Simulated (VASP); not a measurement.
# TiC (I4mm) in VASP: notebook

The runs below take TiC through single point, with r2SCAN.

All numbers are computed with VASP 6.6.1; they aren't measurements. Logs are shortened: lines on timing, memory, paths and dates and some standing lists are left out, and cuts for length are marked.

## 1. The cell of the first run

Symmetry: I4mm, No. 107, tetragonal system. The conventional cell has a = 3.060 Å, b = 3.060 Å, c = 4.328 Å, α = 90.00°, β = 90.00°, γ = 90.00°. Ti (site symmetry 4mm) has 6 C at 2.10 to 2.23 Å within 2.8 Å. C (site symmetry 4mm) has 6 Ti at 2.10 to 2.23 Å within 2.8 Å.

## 2. Single point, r2SCAN (all C atoms moved +0.062 Å, as atom 2 along Cartesian [0 1 0])

Input file POSCAR:

```
TiC
1.0
    0.0000000000      2.1640000000      2.1640000000
    2.1640000000      0.0000000000      2.1640000000
    2.1640000000      2.1640000000      0.0000000000
Ti C
1 1
Direct
    0.0000000000      0.0000000000      0.0000000000
    0.5144408503      0.4855591497      0.5144408503
```

Input file INCAR.step1:

```
PREC = Accurate
ENCUT = 520
ISMEAR = 0
SIGMA = 0.15
LREAL = False
LASPH = True
NELM = 60
NBANDS = 15
GGA = PE
ALGO = Normal
EDIFF = 1E-4
LWAVE = True
LCHARG = False
```

Input file INCAR.step2:

```
PREC = Accurate
ENCUT = 520
EDIFF = 1E-6
ISMEAR = 0
SIGMA = 0.15
LREAL = False
LASPH = True
NELM = 60
ALGO = Normal
ISIF = 2
LWAVE = False
LCHARG = False
METAGGA = R2SCAN
LMIXTAU = True
NBANDS = 15
ISTART = 1
```

Input file KPOINTS:

```
regular mesh
0
Gamma
  18 18 18
```

Potentials or basis: VASP PAW PBE potentials, release 64 (Ti_sv, C).

The run is started by

```console
$ cat potpaw_PBE.64/Ti_sv/POTCAR potpaw_PBE.64/C/POTCAR > POTCAR
$ cp INCAR.step1 INCAR
$ mpirun -np 1 vasp_std > vasp.out
$ cp INCAR.step2 INCAR
$ mpirun -np 1 vasp_std > vasp.out
```

OUTCAR:

```text
PREC = Accurate
   ENCUT = 520
   EDIFF = 1E-6
   ISMEAR = 0
   LREAL = False
   LASPH = True
   NELM = 60
   ISIF = 2
   METAGGA = R2SCAN
   ISTART = 1

 ion  position               nearest neighbor table
   1  0.000  0.000  0.000-   2 2.10   2 2.16   2 2.16   2 2.16   2 2.16   2 2.23
   2  0.514  0.486  0.514-   1 2.10   1 2.16   1 2.16   1 2.16   1 2.16   1 2.23

  LATTYP: Found a face centered cubic cell.
 ALAT       =     4.3280000000

  Lattice vectors:

 A1 = (   0.0000000000,   2.1640000000,   2.1640000000)
 A2 = (   2.1640000000,   0.0000000000,   2.1640000000)
 A3 = (   2.1640000000,   2.1640000000,   0.0000000000)

Analysis of symmetry for initial positions (statically):
=====================================================================
 Subroutine PRICEL returns:
 Original cell was already a primitive cell.

 Routine SETGRP: Setting up the symmetry group for a
 face centered cubic supercell.

 Subroutine GETGRP returns: Found  8 space group operations
 (whereof  8 operations were pure point group operations)
 out of a pool of 48 trial point group operations.

The static configuration has the point symmetry C_4v.

Analysis of symmetry for dynamics (positions and initial velocities):
=====================================================================
 Subroutine PRICEL returns:
 Original cell was already a primitive cell.

 Routine SETGRP: Setting up the symmetry group for a
 face centered cubic supercell.

 Subroutine GETGRP returns: Found  8 space group operations
 (whereof  8 operations were pure point group operations)
 out of a pool of 48 trial point group operations.

The dynamic configuration has the point symmetry C_4v.

 Subroutine INISYM returns: Found  8 space group operations
 (whereof  8 operations are pure point group operations),
 and found     1 'primitive' translations

----------------------------------------------------------------------------------------

                                     Primitive cell

  volume of cell :      20.2676

  direct lattice vectors                    reciprocal lattice vectors
     0.000000000  2.164000000  2.164000000    -0.231053604  0.231053604  0.231053604
     2.164000000  0.000000000  2.164000000     0.231053604 -0.231053604  0.231053604
     2.164000000  2.164000000  0.000000000     0.231053604  0.231053604 -0.231053604

  length of vectors
     3.060358149  3.060358149  3.060358149     0.400196582  0.400196582  0.400196582

  position of ions in fractional coordinates (direct lattice)
     0.000000000  0.000000000  0.000000000
     0.514440850  0.485559150  0.514440850

  ion indices of the primitive-cell ions
   primitive index   ion index
                 1           1
                 2           2

----------------------------------------------------------------------------------------

 KPOINTS: regular mesh

Automatic generation of k-mesh.
 Grid dimensions read from file:
 generate k-points for:   18   18   18

 Generating k-lattice:

  Cartesian coordinates                     Fractional coordinates (reciprocal lattice)
    -0.012836311  0.012836311  0.012836311     0.055555556  0.000000000  0.000000000
     0.012836311 -0.012836311  0.012836311     0.000000000  0.055555556  0.000000000
     0.012836311  0.012836311 -0.012836311     0.000000000  0.000000000  0.055555556

  Length of vectors
     0.022233143  0.022233143  0.022233143

  Shift w.r.t. Gamma in fractional coordinates (k-lattice)
     0.000000000  0.000000000  0.000000000

 Subroutine IBZKPT returns following result:
 ===========================================

 Found    480 irreducible k-points:

 Following reciprocal coordinates:
            Coordinates               Weight
  0.000000  0.000000  0.000000      1.000000
  0.055556  0.000000  0.000000      8.000000
  0.111111  0.000000  0.000000      8.000000
  0.166667  0.000000  0.000000      8.000000
  0.222222  0.000000  0.000000      8.000000
  0.277778  0.000000  0.000000      8.000000
[... 16 lines left out ...]
  0.388889  0.055556  0.000000     16.000000
  0.055556  0.000000  0.388889      8.000000
 [... further k-points ...]
   k-points           NKPTS =    480   k-points in BZ     NKDIM =    480   number of bands    NBANDS=     15
   number of dos      NEDOS =    301   number of ions     NIONS =      2
   total plane-waves  NPLWV =  13824
   dimension x,y,z NGX =    24 NGY =   24 NGZ =   24
   dimension x,y,z NGXF=    48 NGYF=   48 NGZF=   48
   ions per type =               1   1
   NGX,Y,Z   is equivalent  to a cutoff of  13.04, 13.04, 13.04 a.u.
   NGXF,Y,Z  is equivalent  to a cutoff of  26.07, 26.07, 26.07 a.u.
 SYSTEM =  unknown system
   PREC   = accura    normal or accurate (medium, high low for compatibility)
   ISTART =      1    job   : 0-new  1-cont  2-samecut
   ICHARG =      0    charge: 1-file 2-atom 10-const
   ISPIN  =      1    spin polarized calculation?
   LNONCOLLINEAR =      F non collinear calculations
   LSORBIT =      F    spin-orbit coupling
   LASPH  =      T    aspherical Exc in radial PAW
   ENCUT  =  520.0 eV  38.22 Ry    6.18 a.u.   5.69  5.69  5.69*2*pi/ulx,y,z
   NELM   =     60;   NELMIN=  2; NELMDL=  0     # of ELM steps
   EDIFF  = 0.1E-05   stopping-criterion for ELM
   LREAL  =      F    real-space projection
   EDIFFG = 0.1E-04   stopping-criterion for IOM
   NSW    =      0    number of steps for IOM
   IBRION =     -1    ionic relax: 0-MD 1-quasi-New 2-CG
   NFREE  =      0    steps in history (QN), initial steepest desc. (CG)
   ISIF   =      2    stress and relaxation
   ISYM   =      2    0-nonsym 1-usesym 2-fastsym
   POTIM  = 0.5000    time-step for ionic-motion
   TEBEG  =    0.0;   TEEND  =   0.0 temperature during run
   PSTRESS=    0.0 pullay stress
   NELECT =      16.0000    total number of electrons
   NUPDOWN=      -1.0000    fix difference up-down
   EMIN   =  10.00;   EMAX   =-10.00  energy-range for DOS
   EFERMI =   0.00;   METHOD = LEGACY
   ISMEAR =     0;   SIGMA  =   0.15  broadening in eV -4-tet -1-fermi 0-gaus
   EFERMI_NEDOS =   21; number of points for ismear=-14 and -15
   IALGO  =     38    algorithm
   IMIX   =      4    mixing-type and parameters
     AMIX     =   0.40;   BMIX     =  1.00
     AMIX_MAG =   1.60;   BMIX_MAG =  1.00
  volume/ion in A,a.u.               =      10.13        68.39
  Fermi-wavevector in a.u.,A,eV,Ry     =   1.513030  2.859212 31.147275  2.289260
  Thomas-Fermi vector in A             =   2.622876
   LORBIT       =      0    0 simple, 1 ext, 2 COOP (PROOUT), +10 PAW based schemes
   METAGGA = R2SCAN    functional components
   LHFCALC =     F    Hartree Fock is set to
   AEXX    =    0.0000 exact exchange contribution
   IVDW    =     0    specifies the selected vdW correction
   LEPSILON=     F    determine dielectric tensor
   LRPA    =     F    only Hartree local field effects (RPA)
 non-spin polarized calculation
 Gauss-broadening in eV      SIGMA  =   0.15
  energy-cutoff  :      520.00
  volume of cell :       20.27
 maximum number of plane-waves:       568
   NGX = 11   NGY = 11   NGZ = 11

 number of electron      16.0000000 magnetization

 Free energy of the ion-electron system (eV)
  ---------------------------------------------------
  ext. energy  EPLUGINS =         0.00000000
  ---------------------------------------------------
  free energy    TOTEN  =       -24.85213733 eV

  energy without entropy =      -24.84915459  energy(sigma->0) =      -24.85064596

 E-fermi :   9.5421     XC(G=0): -13.5997

 val. band max:        9.5252031578   @ k =   0.5000   0.5000   0.0000
 cond. band min:       9.5423925853   @ k =   0.4444   0.3889   0.0000
 fundamental gap:      0.0171894275
 Fermi energy:         9.5420674664

 k-point     1 :       0.0000    0.0000    0.0000
  band No.  band energies     occupation
      1     -49.4524      2.00000
      2     -24.4300      2.00000
      3     -24.4300      2.00000
      4     -24.4296      2.00000
      5      -3.6961      2.00000
      6      10.2101      0.00000
      7      10.2101      0.00000
      8      10.3840      0.00000
      9      10.6483      0.00000
     10      11.2408      0.00000
     11      11.3698      0.00000
     12      11.3698      0.00000
     13      11.8102      0.00000
     14      20.7309      0.00000
     15      24.3374      0.00000

 k-point     2 :       0.0556    0.0000    0.0000
  band No.  band energies     occupation
      1     -49.4501      2.00000
      2     -24.4462      2.00000
      3     -24.4315      2.00000
      4     -24.4311      2.00000
      5      -3.6241      2.00000
      6       9.7334      0.07120
      7       9.9844      0.00003
      8      10.1903      0.00000
      9      10.5794      0.00000
     10      10.7285      0.00000
     11      11.4607      0.00000
     12      12.2147      0.00000
     13      12.3944      0.00000
     14      20.8686      0.00000
     15      24.3548      0.00000

 k-point     3 :       0.1111    0.0000    0.0000
  band No.  band energies     occupation
      1     -49.4435      2.00000
      2     -24.4928      2.00000
      3     -24.4357      2.00000
      4     -24.4353      2.00000
      5      -3.4119      2.00000
      6       8.9395      2.00000
      7       9.3039      1.97525
      8       9.4599      1.56135
      9      10.7037      0.00000
     10      10.7419      0.00000
     11      11.7970      0.00000
     12      13.1947      0.00000
     13      13.3023      0.00000
     14      21.2181      0.00000
     15      24.3503      0.00000
[... 343 lines left out ...]
 k-point    23 :       0.3889    0.0556    0.0000
  band No.  band energies     occupation
      1     -49.3871      2.00000
      2     -24.8664      2.00000
      3     -24.4798      2.00000
      4     -24.4736      2.00000
      5      -1.0665      2.00000
      6       4.5938      2.00000
      7       6.6390      2.00000
      8       6.8662      2.00000
      9      12.0182      0.00000
     10      12.4103      0.00000
     11      13.3711      0.00000
     12      16.8476      0.00000
     13      17.4706      0.00000
     14      19.7199      0.00000
     15      25.8351      0.00000

 k-point    24 :       0.0556    0.0000    0.3889
  band No.  band energies     occupation
      1     -49.3870      2.00000
      2     -24.8665      2.00000
      3     -24.4801      2.00000
      4     -24.4734      2.00000
      5      -1.0660      2.00000
      6       4.5955      2.00000
      7       6.6471      2.00000
      8       6.8526      2.00000
      9      12.0188      0.00000
     10      12.4162      0.00000
     11      13.3797      0.00000
     12      16.8331      0.00000
     13      17.4600      0.00000
     14      19.7363      0.00000
     15      25.8237      0.00000

 [... further k-points ...]
[... 5 lines left out ...]
  --------------------------------------------------------------------------------------
  -------------------------------------------------------------------------------------
  Total        0.1273128      0.2673563      0.1273128     -0.0000000      0.0000000     -0.0000000
  in kB       10.0642378     21.1348523     10.0642378     -0.0000000      0.0000000     -0.0000000
  external PRESSURE =      13.7544426 kB  Pullay stress =       0.0000000 kB

 VOLUME and BASIS-vectors are now :
 -----------------------------------------------------------------------------
  energy-cutoff  :      520.00
  volume of cell :       20.27
      direct lattice vectors                 reciprocal lattice vectors
     0.000000000  2.164000000  2.164000000    -0.231053604  0.231053604  0.231053604
     2.164000000  0.000000000  2.164000000     0.231053604 -0.231053604  0.231053604
     2.164000000  2.164000000  0.000000000     0.231053604  0.231053604 -0.231053604

 POSITION                                       TOTAL-FORCE (eV/Angst)
 -----------------------------------------------------------------------------------
      0.00000      0.00000      0.00000         0.000000      0.579195      0.000000
      2.16400      2.22650      2.16400         0.000000     -0.579195      0.000000
 -----------------------------------------------------------------------------------
    total drift:                                0.000000      0.000183      0.000000

  FREE ENERGIE OF THE ION-ELECTRON SYSTEM (eV)
  ---------------------------------------------------
  free  energy   TOTEN  =       -24.8521373279 eV

  energy  without entropy=      -24.8491545925  energy(sigma->0) =      -24.85064596
```

It took 4.9 min on 1 thread of AMD EPYC 9R45 (Zen 5), shared host; peak memory 0.24 GiB.

What came out:

```
Free energy            : -24.8521 eV
Pressure               : 1.4 GPa
Largest force          : 0.579 eV/Å
Band gap on the k mesh : zero (bands 8 and 9 overlap by 1.35 eV)
```

Forces on the atoms (eV/Å):
```
Ti   0.000  0.579  0.000
C    0.000 -0.579  0.000
```

Stress tensor (GPa, compression positive):
```
1.01 0.00 0.00
0.00 2.11 0.00
0.00 0.00 1.01
```

Levels at points of the mesh, in eV from the Fermi level:
```tsv
k point	band 6	band 7	band 8	band 9	band 10	band 11
(0.00, 0.00, 0.00)	0.67	0.67	0.84	1.11	1.70	1.83
(0.50, 0.00, 0.00)	-6.12	-3.16	-3.15	3.12	3.13	4.37
(0.50, 0.50, 0.00)	-3.71	-1.68	-0.20	-0.02	2.77	3.76
(0.50, 0.00, 0.50)	-3.70	-1.55	-0.17	-0.17	2.72	3.76
```

Caveat: the cell differs from its parent crystal (all C atoms moved +0.062 Å, as atom 2 along Cartesian [0 1 0]); the PAW data sets were made with another functional, which shifts forces and pressure a little.

(Part 1 of 2 ends here.)
